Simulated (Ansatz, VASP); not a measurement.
**Two plane-wave programs on Zn**

INCAR

```
ALGO = Fast ; EDIFF = 1E-6
EDIFFG = -0.01 ; ENCUT = 600
GGA = PE ; IBRION = 2
ISIF = 3 ; ISMEAR = 0
LASPH = True ; LCHARG = False
LREAL = False ; LWAVE = False
NELM = 60 ; NSW = 100
PREC = Accurate ; SIGMA = 0.1
```

Contents of KPOINTS:

```
k-points
0
Gamma
  12 12 18
```

File POSCAR:

```
Zn
1.0
    4.5722839066      0.0000000000      0.0000000000
   -2.2861419533      3.9597140164      0.0000000000
    0.0000000000      0.0000000000      2.6077085432
Zn
3
Direct
    0.0000000000      0.0000000000      0.0000000000
    0.3333333333      0.6666666667      0.5000000000
    0.6666666667      0.3333333333      0.5000000000
```

Input for Ansatz:

```yaml
crystal:
  lattice:
    - [4.5722839066, 0.0, 0.0]
    - [-2.2861419533, 3.9597140164, 0.0]
    - [0.0, 0.0, 2.6077085432]
  atoms:
    - { symbol: Zn, position: [0.0, 0.0, 0.0] }
    - { symbol: Zn, position: [0.3333333333, 0.6666666667, 0.5] }
    - { symbol: Zn, position: [0.6666666667, 0.3333333333, 0.5] }
basis:
  ecutwfc: 420
kpoints:
  mp_grid: { grid: [12, 12, 18] }
hamiltonian:
  xc: pbe
scf:
  occupations: { method: gaussian, width: 0.1 }
output:
  forces: true
  stress: true
  eigenvalues: true
relax:
  adjacent_minimum: "off"
  f_tol: 0.01
  max_steps: 80
  cell: { stress_tol: 0.05 }
```

Alike in both runs: task relaxation of cell and atoms; functional PBE; k mesh 12 × 12 × 18; occupations gaussian, width 0.1 eV; no spin polarisation.

|  | VASP | Ansatz |
| --- | --- | --- |
| version | VASP 6.6.1 | Ansatz 0.2.0 |
| potentials or method | VASP PAW PBE potentials, release 64 (Zn), cutoff 600 eV | scalar-relativistic, plane waves, PAW |
| valence electrons in the cell | 36 | 36 |

```tsv
	VASP	Ansatz	Ansatz less VASP
gap on the k mesh at the Fermi level, each at its own relaxed structure (eV)	none	none	-
relaxed volume (Å³/atom)	15.70	15.63	-0.074
relaxed cell length with the largest relative difference (Å)	2.643	2.631	-0.0116
```

A gap of «none» marks a metal or a gap that the smearing closes.
